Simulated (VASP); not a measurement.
The system is CsIr2.

```
Cs Ir
1.0
    -3.53085    3.53085    2.93909
     3.53085   -3.53085    2.93909
     3.53085    3.53085   -2.93909
Cs Ir
2 4
Direct
  0.25000 0.25000 0.00000
  0.75000 0.75000 0.00000
  0.66700 0.16700 0.83400
  0.16700 0.33300 0.50000
  0.33300 0.83300 0.16600
  0.83300 0.66700 0.50000
```

- Program: VASP 6.6.1
- Task: relaxation of cell and atoms
- Functional: PBE
- Potentials or basis: VASP PAW PBE potentials, release 64 (Cs_sv, Ir)
- Cutoff: 600 eV
- k mesh: 4 × 4 × 4
- Occupations: gaussian, width 0.1 eV
- Spin: no spin polarisation

At the start: pressure -2.3 GPa; volume 24.43 Å³/atom.

Question: How do energy, volume and symmetry change on relaxing?

Answer: Over 28 steps the energy falls by 2361.9 meV/atom and the volume is 24.50 Å³/atom (+0.3 %); space group I4/mcm (No. 140, to 0.1 Å) before and after.

Step by step:
```tsv
step	energy change (eV)	largest force (eV/Å)	pressure (GPa)	volume (Å³)
1	0.0000	0.9773	-2.29	146.57
2	-0.5875	1.4118	-0.92	139.11
3	-1.9952	0.7625	16.70	116.54
4	-2.0984	0.5141	17.64	116.24
5	-2.3349	0.2708	21.27	115.29
6	-2.2392	3.0796	32.57	113.09
7	-2.4256	1.1522	25.04	114.43
8	-2.8181	1.3517	23.63	116.21
9	-3.7949	2.4434	20.53	121.46
10	-4.7310	5.9801	19.41	131.68
11	-6.1455	3.5945	9.61	140.99
12	-7.4404	0.4875	-1.95	159.89
13	-7.5865	0.3827	-5.06	168.72
14	-7.5870	0.6890	-6.17	172.78
15	-8.4307	0.4623	-7.04	177.67
16	-10.3461	0.3092	-11.05	189.86
17	-10.4607	0.6947	-14.06	194.09
18	-10.4663	0.4577	-12.12	191.59
19	-11.9872	2.7295	-8.69	173.81
20	-12.2765	4.2230	-5.07	165.33
21	-13.6658	2.9403	2.28	148.22
22	-13.7755	2.1400	6.97	142.40
23	-14.1617	0.0917	-1.14	148.40
24	-14.1635	0.1847	-0.64	147.94
25	-14.1634	0.1614	-0.77	148.05
26	-14.1691	0.0924	-0.22	147.34
27	-14.1706	0.0366	0.27	146.77
28	-14.1711	0.0049	0.03	147.01
```

Final structure:
```cif
data_structure
_symmetry_space_group_name_H-M 'P 1'
_symmetry_Int_Tables_number 1
_cell_length_a 6.8357
_cell_length_b 6.8357
_cell_length_c 6.8357
_cell_angle_alpha 136.954
_cell_angle_beta 136.954
_cell_angle_gamma 62.509
_cell_volume 147.01
loop_
_atom_site_label
_atom_site_type_symbol
_atom_site_fract_x
_atom_site_fract_y
_atom_site_fract_z
_atom_site_occupancy
Cs1 Cs 0.25000 0.25000 0.00000 1
Cs2 Cs 0.75000 0.75000 0.00000 1
Ir1 Ir 0.67787 0.17787 0.85575 1
Ir2 Ir 0.17787 0.32213 0.50000 1
Ir3 Ir 0.32213 0.82213 0.14425 1
Ir4 Ir 0.82213 0.67787 0.50000 1
```

Caveat: a cell axis changed by over 15 % at a fixed basis, so the end point is rough.
